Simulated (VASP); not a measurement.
# MgZrH4 (R3m) in VASP: relaxation of cell and atoms with PBE

Aim: the relaxation of cell and atoms of MgZrH4 with PBE.

Program: VASP 6.6.1. These are calculated values, not measurements. Logs are shortened: lines on timing, memory, paths and dates and some standing lists are left out, and cuts for length are marked.

### Step 1. The cell of the first run

The structure is trigonal, space group R3m (No. 160). The conventional cell has a = 3.983 Å, b = 3.983 Å, c = 14.668 Å, α = 90.00°, β = 90.00°, γ = 120.00°. Mg (site symmetry 3m) has 12 H at 2.34 to 2.92 Å and 3 Zr at 2.78 Å within 3.1 Å. Zr (site symmetry 3m) has 12 H at 2.42 to 3.18 Å and 3 Mg at 2.78 Å within 3.2 Å. H (site symmetry m) has 2 H at 1.07 Å within 1.4 Å. H (site symmetry 3m) has 3 H at 1.77 Å and 3 Mg at 2.34 Å within 2.4 Å.

The cell was built from a structure type or drawn by symmetry, and may not be a known phase.

### Step 2. Relaxation of cell and atoms, PBE

Input file INCAR:

```
SYSTEM = MgZrH4
  PREC = Accurate
  ENCUT = 750
  EDIFF = 1E-7
  ISMEAR = 0
  SIGMA = 0.15
  LREAL = .False.
  LASPH = .True.
  NELM = 120
  ALGO = Normal
  ISIF = 3
  LWAVE = .False.
  LCHARG = .False.
  GGA = PE
  IBRION = 2
  NSW = 36
  EDIFFG = -0.08
  GGA_COMPAT = .False.
  NELMIN = 4
```

Input file KPOINTS:

```
Automatic mesh
0
Gamma
  4 4 4
  0 0 0
```

Input file POSCAR:

```
MgZrH4
1.0
    1.9917483000      1.1499364200      4.8894382900
   -1.9917483000      1.1499364200      4.8894382900
    0.0000000000     -2.2998728300      4.8894382900
Mg Zr H
1 1 4
Direct
    0.6295037300      0.6295037300      0.6295037300
    0.8567721400      0.8567721400      0.8567721400
    0.3481229400      0.6164205600      0.3481229400
    0.3481229400      0.3481229400      0.6164205600
    0.6164205600      0.3481229400      0.3481229400
    0.3243339500      0.3243339500      0.3243339500
```

Potentials or basis: VASP PAW PBE potentials, release 64 (Mg_sv, Zr_sv, H).

Started as:

```console
cat potpaw_PBE.64/Mg_sv/POTCAR potpaw_PBE.64/Zr_sv/POTCAR potpaw_PBE.64/H/POTCAR > POTCAR
mpirun -np 1 vasp_std > vasp.out
```

OUTCAR:

```text
SYSTEM = MgZrH4
   PREC = Accurate
   ENCUT = 750
   EDIFF = 1E-7
   ISMEAR = 0
   LREAL = .False.
   LASPH = .True.
   NELM = 120
   ISIF = 3
   GGA = PE
   IBRION = 2
   NSW = 36
   EDIFFG = -0.08
   NELMIN = 4

 ion  position               nearest neighbor table
   1  0.630  0.630  0.630-   2 2.78   2 2.78   2 2.78
   2  0.857  0.857  0.857-   1 2.78   1 2.78   1 2.78
   3  0.348  0.616  0.348-
   4  0.348  0.348  0.616-
   5  0.616  0.348  0.348-
   6  0.324  0.324  0.324-

  LATTYP: Found a trigonal (rhomboedric) cell.
 ALAT       =     5.4033343273
 COS(alpha) =     0.7282464502

  Lattice vectors:

 A1 = (   1.9917483000,   1.1499364200,   4.8894382900)
 A2 = (  -1.9917483000,   1.1499364200,   4.8894382900)
 A3 = (   0.0000000000,  -2.2998728300,   4.8894382900)

Analysis of symmetry for initial positions (statically):
=====================================================================
 Subroutine PRICEL returns:
 Original cell was already a primitive cell.

 Routine SETGRP: Setting up the symmetry group for a
 trigonal (rhombohedral) supercell.

 Subroutine GETGRP returns: Found  6 space group operations
 (whereof  6 operations were pure point group operations)
 out of a pool of 12 trial point group operations.

The static configuration has the point symmetry C_3v.

Analysis of symmetry for dynamics (positions and initial velocities):
=====================================================================
 Subroutine PRICEL returns:
 Original cell was already a primitive cell.

 Routine SETGRP: Setting up the symmetry group for a
 trigonal (rhombohedral) supercell.

 Subroutine GETGRP returns: Found  6 space group operations
 (whereof  6 operations were pure point group operations)
 out of a pool of 12 trial point group operations.

The dynamic configuration has the point symmetry C_3v.

 Subroutine INISYM returns: Found  6 space group operations
 (whereof  6 operations are pure point group operations),
 and found     1 'primitive' translations

----------------------------------------------------------------------------------------

                                     Primitive cell

  volume of cell :      67.1921

  direct lattice vectors                    reciprocal lattice vectors
     1.991748300  1.149936420  4.889438290     0.251035736  0.144935550  0.068174157
    -1.991748300  1.149936420  4.889438290    -0.251035736  0.144935550  0.068174157
     0.000000000 -2.299872830  4.889438290     0.000000000 -0.289871099  0.068174157

  length of vectors
     5.403334327  5.403334327  5.403334325     0.297780070  0.297780070  0.297780070

  position of ions in fractional coordinates (direct lattice)
     0.629503730  0.629503730  0.629503730
     0.856772140  0.856772140  0.856772140
     0.348122940  0.616420560  0.348122940
     0.348122940  0.348122940  0.616420560
     0.616420560  0.348122940  0.348122940
     0.324333950  0.324333950  0.324333950

  ion indices of the primitive-cell ions
   primitive index   ion index
                 1           1
                 2           2
                 3           3
                 4           4
                 5           5
                 6           6

----------------------------------------------------------------------------------------

 KPOINTS: Automatic mesh

Automatic generation of k-mesh.
 Grid dimensions read from file:
 generate k-points for:    4    4    4

 Generating k-lattice:

  Cartesian coordinates                     Fractional coordinates (reciprocal lattice)
     0.062758934  0.036233887  0.017043539     0.250000000  0.000000000  0.000000000
    -0.062758934  0.036233887  0.017043539     0.000000000  0.250000000  0.000000000
     0.000000000 -0.072467775  0.017043539     0.000000000  0.000000000  0.250000000

  Length of vectors
     0.074445017  0.074445017  0.074445017

  Shift w.r.t. Gamma in fractional coordinates (k-lattice)
     0.000000000  0.000000000  0.000000000

 Subroutine IBZKPT returns following result:
 ===========================================

 Found     13 irreducible k-points:

 Following reciprocal coordinates:
            Coordinates               Weight
  0.000000  0.000000  0.000000      1.000000
  0.250000  0.000000 -0.000000      6.000000
  0.500000  0.000000 -0.000000      3.000000
  0.250000  0.250000 -0.000000      6.000000
  0.500000  0.250000 -0.000000     12.000000
 -0.250000  0.250000  0.000000      6.000000
  0.500000  0.500000 -0.000000      3.000000
  0.250000  0.250000  0.250000      2.000000
  0.500000  0.250000  0.250000      6.000000
 -0.250000  0.250000  0.250000      6.000000
  0.500000  0.500000  0.250000      6.000000
 -0.250000  0.500000  0.250000      6.000000
  0.500000  0.500000  0.500000      1.000000
   k-points           NKPTS =     13   k-points in BZ     NKDIM =     13   number of bands    NBANDS=     17
   number of dos      NEDOS =    301   number of ions     NIONS =      6
   total plane-waves  NPLWV = 110592
   dimension x,y,z NGX =    48 NGY =   48 NGZ =   48
   dimension x,y,z NGXF=    96 NGYF=   96 NGZF=   96
   ions per type =               1   1   4
   NGX,Y,Z   is equivalent  to a cutoff of  14.77, 14.77, 14.77 a.u.
   NGXF,Y,Z  is equivalent  to a cutoff of  29.54, 29.54, 29.54 a.u.
 SYSTEM =  MgZrH4
   PREC   = accura    normal or accurate (medium, high low for compatibility)
   ISTART =      0    job   : 0-new  1-cont  2-samecut
   ICHARG =      2    charge: 1-file 2-atom 10-const
   ISPIN  =      1    spin polarized calculation?
   LNONCOLLINEAR =      F non collinear calculations
   LSORBIT =      F    spin-orbit coupling
   LASPH  =      T    aspherical Exc in radial PAW
   ENCUT  =  750.0 eV  55.12 Ry    7.42 a.u.  12.07 12.07 12.07*2*pi/ulx,y,z
   NELM   =    120;   NELMIN=  4; NELMDL= -5     # of ELM steps
   EDIFF  = 0.1E-06   stopping-criterion for ELM
   LREAL  =      F    real-space projection
   EDIFFG = -.8E-01   stopping-criterion for IOM
   NSW    =     36    number of steps for IOM
   IBRION =      2    ionic relax: 0-MD 1-quasi-New 2-CG
   NFREE  =      1    steps in history (QN), initial steepest desc. (CG)
   ISIF   =      3    stress and relaxation
   ISYM   =      2    0-nonsym 1-usesym 2-fastsym
   POTIM  = 0.5000    time-step for ionic-motion
   TEBEG  =    0.0;   TEEND  =   0.0 temperature during run
   PSTRESS=    0.0 pullay stress
   NELECT =      26.0000    total number of electrons
   NUPDOWN=      -1.0000    fix difference up-down
   EMIN   =  10.00;   EMAX   =-10.00  energy-range for DOS
   EFERMI =   0.00;   METHOD = LEGACY
   ISMEAR =     0;   SIGMA  =   0.15  broadening in eV -4-tet -1-fermi 0-gaus
   EFERMI_NEDOS =   21; number of points for ismear=-14 and -15
   IALGO  =     38    algorithm
   IMIX   =      4    mixing-type and parameters
     AMIX     =   0.40;   BMIX     =  1.00
     AMIX_MAG =   1.60;   BMIX_MAG =  1.00
  volume/ion in A,a.u.               =      11.20        75.57
  Fermi-wavevector in a.u.,A,eV,Ry     =   1.192962  2.254370 19.363230  1.423157
  Thomas-Fermi vector in A             =   2.328987
   LORBIT       =      0    0 simple, 1 ext, 2 COOP (PROOUT), +10 PAW based schemes
   GGA     = PE    functional components
   LHFCALC =     F    Hartree Fock is set to
   AEXX    =    0.0000 exact exchange contribution
   IVDW    =     0    specifies the selected vdW correction
   LEPSILON=     F    determine dielectric tensor
   LRPA    =     F    only Hartree local field effects (RPA)
 conjugate gradient relaxation of ions
 non-spin polarized calculation
 Gauss-broadening in eV      SIGMA  =   0.15
  energy-cutoff  :      750.00
  volume of cell :       67.19
 maximum number of plane-waves:      3149
   NGX = 25   NGY = 25   NGZ = 25

--------------------------------------- Ionic step        1  -------------------------------------------

 number of electron      26.0000002 magnetization

 Free energy of the ion-electron system (eV)
  ---------------------------------------------------
  ext. energy  EPLUGINS =         0.00000000
  ---------------------------------------------------
  free energy    TOTEN  =       -18.20888625 eV

  energy without entropy =      -18.16890127  energy(sigma->0) =      -18.18889376

------------------------ aborting loop because EDIFF is reached ----------------------------------------

  FORCE on cell =-STRESS in cart. coord.  units (eV):
  Direction    XX          YY          ZZ          XY          YZ          ZX
  --------------------------------------------------------------------------------------
  -------------------------------------------------------------------------------------
  Total       -1.1539580     -1.1539580      0.4157682      0.0000000      0.0000000      0.0000000
  in kB      -27.5157969    -27.5157968      9.9138739      0.0000000      0.0000000      0.0000000
  external PRESSURE =     -15.0392399 kB  Pullay stress =       0.0000000 kB
[... 27 lines left out ...]
--------------------------------------- Ionic step        2  -------------------------------------------

 number of electron      26.0000003 magnetization

 E-fermi :   3.7441     XC(G=0):  -9.5492

 val. band max:        3.7336650105   @ k =   0.5000   0.5000  -0.0000
 cond. band min:       3.7997154979   @ k =   0.5000   0.0000  -0.0000
 fundamental gap:      0.0660504873
 Fermi energy:         3.7440807400

 k-point     1 :       0.0000    0.0000    0.0000
  band No.  band energies     occupation
      1     -71.8614      2.00000
      2     -45.3635      2.00000
      3     -38.6323      2.00000
      4     -38.6323      2.00000
      5     -38.6139      2.00000
      6     -23.4711      2.00000
[... 322 lines left out ...]
  FREE ENERGIE OF THE ION-ELECTRON SYSTEM (eV)
  ---------------------------------------------------
  free  energy   TOTEN  =       -20.3906639840 eV

  energy  without entropy=      -20.3613992407  energy(sigma->0) =      -20.37603161

 E-fermi :   4.5698     XC(G=0):  -9.9815

 val. band max:        4.5660847980   @ k =   0.5000   0.5000  -0.0000
 cond. band min:       4.7294596618   @ k =  -0.2500   0.2500   0.2500
 fundamental gap:      0.1633748639
 Fermi energy:         4.5698388681

 k-point     1 :       0.0000    0.0000    0.0000
  band No.  band energies     occupation
      1     -71.2861      2.00000
      2     -43.9028      2.00000
      3     -38.0550      2.00000
      4     -38.0550      2.00000
      5     -38.0361      2.00000
      6     -22.0965      2.00000
[... 237 lines left out ...]
      4     -38.0551      2.00000
      5     -38.0355      2.00000
      6     -22.1024      2.00000
[... 9 lines left out ...]
     16       7.0923      0.00000
     17      10.1126      0.00000

[... ionic steps 4 to 12 ...]

--------------------------------------- Ionic step       13  -------------------------------------------

 number of electron      25.9999999 magnetization

------------------------ aborting loop because EDIFF is reached ----------------------------------------
[... 75 lines left out ...]
--------------------------------------- Ionic step       15  -------------------------------------------

 number of electron      25.9999995 magnetization

 Free energy of the ion-electron system (eV)
  ---------------------------------------------------
  ext. energy  EPLUGINS =         0.00000000
  ---------------------------------------------------
  free energy    TOTEN  =       -22.61020393 eV

  energy without entropy =      -22.59389069  energy(sigma->0) =      -22.60204731

 E-fermi :   4.7241     XC(G=0): -10.0700

 val. band max:        4.7052104060   @ k =  -0.2500   0.2500   0.0000
 cond. band min:       4.8520728476   @ k =  -0.2500   0.2500   0.2500
 fundamental gap:      0.1468624417
 Fermi energy:         4.7241314157

 k-point     1 :       0.0000    0.0000    0.0000
  band No.  band energies     occupation
      1     -71.1547      2.00000
      2     -43.5502      2.00000
      3     -37.9271      2.00000
      4     -37.9271      2.00000
      5     -37.8948      2.00000
      6     -21.7705      2.00000
[... 282 lines left out ...]
  FREE ENERGIE OF THE ION-ELECTRON SYSTEM (eV)
  ---------------------------------------------------
  free  energy   TOTEN  =       -22.6102039255 eV

  energy  without entropy=      -22.5938906920  energy(sigma->0) =      -22.60204731

 reached required accuracy - stopping structural energy minimisation
```

Run time: 7.6 min. Hardware: 1 thread of Intel Xeon Platinum 8259CL at 2.50GHz (Skylake/Cascade Lake), shared host; peak memory 0.37 GiB.

What came out:

* Free energy: -22.6102 eV
* Relaxed volume: 9.56 Å³/atom
* Relaxed cell: a = 5.690 Å, b = 5.690 Å, c = 5.690 Å, α = 36.14°, β = 36.14°, γ = 36.14°
* Space group after relaxing (to 0.1 Å): R3m (No. 160)
* Energy gained by relaxing: 733.6 meV/atom
* Ionic steps: 15
* Pressure after relaxing: 0.5 GPa
* Largest force after relaxing: 0.072 eV/Å
* Band gap on the k mesh: zero (bands 13 and 14 overlap by 0.02 eV)

Forces in eV/Å, atoms in the order of the input:
```
Mg   0.000  0.000 -0.040
Zr   0.000  0.000  0.045
H   -0.004  0.002  0.022
H    0.000 -0.004  0.022
H    0.004  0.002  0.022
H    0.000  0.000 -0.072
```

The path:
```
step  energy change (eV)  largest force (eV/Å)  pressure (GPa)  volume (Å³)
   1              0.0000                3.0067           -1.50        67.19
   2             -1.2447                2.0197           -4.79        66.17
   3             -2.1818                5.9617            2.85        63.13
   4             -2.4714                1.2148           -4.21        64.54
   5             -2.5626                1.9110           -2.91        64.15
   6             -3.5481                1.2651           -0.97        60.84
   7             -3.8743                0.9898            3.16        57.55
   8             -4.0126                0.8638           -1.68        59.66
   9             -4.0293                0.8021           -3.67        60.69
  10             -4.1393                0.7065           -3.49        60.22
  11             -4.2887                0.4946           -1.72        58.73
  12             -4.3560                0.2333           -0.12        57.11
  13             -4.3661                0.2610            0.94        56.24
  14             -4.3879                0.1400            0.74        56.67
  15             -4.4013                0.0724            0.48        57.33
```

Final structure:
```
CELL_PARAMETERS angstrom
1.76495 1.01899 5.31304
-1.76495 1.01899 5.31304
0.00000 -2.03799 5.31304
ATOMIC_POSITIONS crystal
Mg 0.67914 0.67914 0.67914
Zr 0.85180 0.85180 0.85180
H 0.28264 0.78040 0.28264
H 0.28264 0.28264 0.78040
H 0.78040 0.28264 0.28264
H 0.24664 0.24664 0.24664
```

Caveat: the k points lie up to 0.52 Å⁻¹ apart in the final cell; the relaxation stopped at a loose force limit of 0.08 eV/Å, so its end isn't a converged minimum.
